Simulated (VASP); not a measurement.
Input of a VASP 6.6.1 run:

The input INCAR:

```
PREC     = Accurate       # precision mode
ENCUT    = 600            # plane-wave cutoff, eV
EDIFF    = 1E-6           # SCF threshold, eV
ISMEAR   = -1             # smearing method
SIGMA    = 0.05           # smearing width, eV
LREAL    = F              # projectors in reciprocal space
LASPH    = T              # aspherical terms in the spheres
NELM     = 100            # most SCF steps
ALGO     = Normal         # electronic algorithm
ISIF     = 3              # what is computed and relaxed
LWAVE    = F              # write WAVECAR
LCHARG   = F              # write CHGCAR
GGA      = RP             # functional
IBRION   = 2              # ionic algorithm
NSW      = 60             # ionic steps
EDIFFG   = -0.01          # ionic threshold
```

File KPOINTS:

```
Automatic mesh
0
Gamma
  11 11 6
```

The input POSCAR:

```
Pd
1.0
    2.7836650458      0.0000000000      0.0000000000
   -1.3918325229      2.4107246453      0.0000000000
    0.0000000000      0.0000000000      4.6288930000
Pd
2
Direct
    0.3333333333      0.6666666667      0.2500000000
    0.6666666667      0.3333333333      0.7500000000
```

Potentials or basis: VASP PAW PBE potentials, release 64 (Pd).

The run is started by

```console
$ cat potpaw_PBE.64/Pd/POTCAR > POTCAR
$ mpirun -np 1 vasp_std > vasp.out
```

What does it give for the relaxed cell?

a = 2.801 Å, b = 2.801 Å, c = 4.658 Å, α = 90.00°, β = 90.00°, γ = 120.00°.

Estimate the band gap on the k mesh.

zero (band 10 reaches 8.88 eV, above the bottom of band 11 at 8.12 eV).

What does it give for the relaxed volume?

15.82 Å³/atom.

What does it give for the space group after relaxing (to 0.05 Å)?

P6_3/mmc (No. 194).

Stress tensor (GPa, compression positive):
```
-0.02  0.00  0.00
 0.00 -0.02  0.00
 0.00  0.00  0.06
```

Caveat: the PAW data sets were made with another functional, which shifts forces and pressure a little.
